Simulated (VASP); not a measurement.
Input of a VASP 6.6.1 run:

File INCAR:

```
ALGO = Normal
EDIFF = 1E-6
EDIFFG = -0.01
ENCUT = 600
GGA = PE
IBRION = 2
ISIF = 3
ISMEAR = 0
LASPH = T
LCHARG = F
LREAL = F
LWAVE = F
NELM = 100
NSW = 100
PREC = Accurate
SIGMA = 0.1
```

Contents of KPOINTS:

```
k-points
0
Gamma
  16 16 16
```

The input POSCAR:

```
ZnSe
1.0
    2.5689853814     -2.6150093819      0.0000000000
    2.5689853814      2.6150093819      0.0000000000
    0.0000000000      0.0000000000      3.3312090843
Zn Se
1 1
Direct
    0.0000000000      0.0000000000      0.0000000000
    0.5000000000      0.5000000000      0.0000000000
```

Potentials or basis: VASP PAW PBE potentials, release 64 (Zn, Se).

Command:

```bash
$ cat potpaw_PBE.64/Zn/POTCAR potpaw_PBE.64/Se/POTCAR > POTCAR
$ mpirun -np 1 vasp_std > vasp.out
```

Problem. Estimate the relaxed volume.

Solution. 32.11 Å³/atom.

Problem. What does it give for the band gap on the k mesh?

Solution. Zero (bands 9 and 10 overlap by 1.20 eV).

Problem. What does it give for the relaxed cell?

Solution. a = 3.576 Å, b = 3.576 Å, c = 5.022 Å, α = 90.00°, β = 90.00°, γ = 89.99°.

Final structure:
```
CELL_PARAMETERS angstrom
2.52907 -2.52841 0.00000
2.52907 2.52841 0.00000
0.00000 0.00000 5.02207
ATOMIC_POSITIONS crystal
Zn 0.00000 0.00000 0.00000
Se 0.50000 0.50000 0.00000
```

Caveat: the volume moved by over 15 % at a fixed basis, so the end points are rough.
